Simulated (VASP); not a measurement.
## SnGeI6: single point with r2SCAN+rVV10

Crystal: SnGeI6.

```xyz
8
Lattice="0.0000 5.7988 5.7988 5.7988 0.0000 5.7988 5.7988 5.7988 0.0000" Properties=species:S:1:pos:R:3 pbc="T T T"
Sn    5.7988    5.7988    5.7988
Ge    0.0000    0.0000    0.0000
I     2.8902    5.7988    5.7988
I     8.7074    5.7988    5.7988
I     5.7988    2.8902    5.7988
I     5.7988    8.7074    5.7988
I     5.7988    5.7988    2.8902
I     5.7988    5.7988    8.7074
```

* Program: VASP 6.6.1
* Task: single point
* Functional: r2SCAN
* Dispersion: rVV10
* Potentials or basis: VASP PAW PBE potentials, release 64 (Sn_d, Ge_d, I)
* Cutoff: 520 eV
* k mesh: 4 × 4 × 4
* Occupations: fermi-dirac, width 0.03 eV
* Spin: no spin polarisation

```json
{"Pressure": "0.1 GPa", "Largest force": "0.010 eV/Å", "Band gap on the k mesh": "zero (bands 35 and 36 overlap by 0.46 eV)"}
```

Forces on the atoms (eV/Å):
```
Sn   0.000  0.000  0.000
Ge   0.000  0.000  0.000
I   -0.010  0.000  0.000
I    0.010  0.000  0.000
I    0.000 -0.010  0.000
I    0.000  0.010  0.000
I    0.000  0.000 -0.010
I    0.000  0.000  0.010
```

Levels at points of the mesh, in eV from the Fermi level:
| k point | band 32 | band 33 | band 34 | band 35 | band 36 | band 37 | band 38 | band 39 |
| --- | --- | --- | --- | --- | --- | --- | --- | --- |
| (0.00, 0.00, 0.00) | -0.75 | 0.00 | 0.00 | 0.00 | 1.52 | 1.52 | 1.52 | 1.99 |
| (0.50, 0.00, 0.00) | -0.50 | -0.48 | -0.48 | -0.47 | -0.45 | 3.92 | 3.92 | 4.64 |
| (0.50, 0.50, 0.00) | -0.78 | -0.78 | -0.31 | -0.01 | 1.08 | 2.01 | 2.01 | 2.35 |

Run time: 23 min on 1 thread of Intel(R) Xeon(R) Platinum 8259CL CPU @ 2.50GHz (Skylake/Cascade Lake), on a shared host, peak memory 1.6 GiB.

Caveat: the PAW data sets were made with another functional, which shifts forces and pressure a little; spin-orbit coupling is left out, which moves the levels of the heavy elements.
